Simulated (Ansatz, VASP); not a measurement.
**Two plane-wave programs on Sc4SiN**

Contents of INCAR:

```
SYSTEM = Sc4SiN
PREC = Accurate ; ENCUT = 600
EDIFF = 1E-6 ; ISMEAR = 0
SIGMA = 0.1 ; LREAL = .False.
LASPH = .True. ; NELM = 60
ALGO = Normal ; ISIF = 3
LWAVE = .False. ; LCHARG = .False.
GGA = PE ; IBRION = 2
NSW = 90 ; EDIFFG = -0.04
```

File KPOINTS:

```
regular mesh
0
Gamma
  6 6 2
  0 0 0
```

POSCAR

```
Sc4SiN
1.0
    3.0911352000      0.0000000000      0.0000000000
    0.0000000000      3.0911352000      0.0000000000
    0.0000000000      0.0000000000     10.8109279300
Sc Si N
4 1 1
Direct
    0.5000000000      0.5000000000      0.1703388400
    0.0000000000      0.0000000000      0.6526067300
    0.0000000000      0.0000000000      0.3473932700
    0.5000000000      0.5000000000      0.8296611600
    0.5000000000      0.5000000000      0.5000000000
    0.0000000000      0.0000000000      0.0000000000
```

Input for Ansatz:

```yaml
crystal:
  lattice:
    - [3.0911352, 0.0, 0.0]
    - [0.0, 3.0911352, 0.0]
    - [0.0, 0.0, 10.81092793]
  atoms:
    - { symbol: Sc, position: [0.5, 0.5, 0.17033884] }
    - { symbol: Sc, position: [0.0, 0.0, 0.65260673] }
    - { symbol: Sc, position: [0.0, 0.0, 0.34739327] }
    - { symbol: Sc, position: [0.5, 0.5, 0.82966116] }
    - { symbol: Si, position: [0.5, 0.5, 0.5] }
    - { symbol: "N", position: [0.0, 0.0, 0.0] }
basis:
  ecutwfc: 420
kpoints:
  mp_grid: { grid: [6, 6, 2] }
hamiltonian:
  xc: pbe
scf:
  occupations: { method: gaussian, width: 0.1 }
  lower_state_search: "off"
output:
  forces: true
  stress: true
  eigenvalues: true
relax:
  adjacent_minimum: "off"
  f_tol: 0.04
  max_steps: 70
  cell: { stress_tol: 0.4 }
```

Change from the starting cell: species swapped into the Hf4AgPd type (P4/mmm, No. 123).

Alike in both runs: task relaxation of cell and atoms; functional PBE; k mesh 6 × 6 × 2; occupations gaussian, width 0.1 eV; no spin polarisation.

|  | VASP | Ansatz |
| --- | --- | --- |
| version | VASP 6.6.1 | Ansatz 0.2.0 |
| potentials or method | VASP PAW PBE potentials, release 64 (Sc_sv, Si, N), cutoff 600 eV | scalar-relativistic, plane waves, PAW |
| valence electrons in the cell | 53 | 53 |

|  | VASP | Ansatz | Ansatz less VASP |
| --- | --- | --- | --- |
| gap on the k mesh at the Fermi level, each at its own relaxed structure (eV) | none | none | - |
| relaxed volume (Å³/atom) | 17.20 | 17.13 | -0.072 |
| relaxed cell length with the largest relative difference (Å) | 2.951 | 2.946 | -0.0044 |

A gap of «none» marks a metal or a gap that the smearing closes.
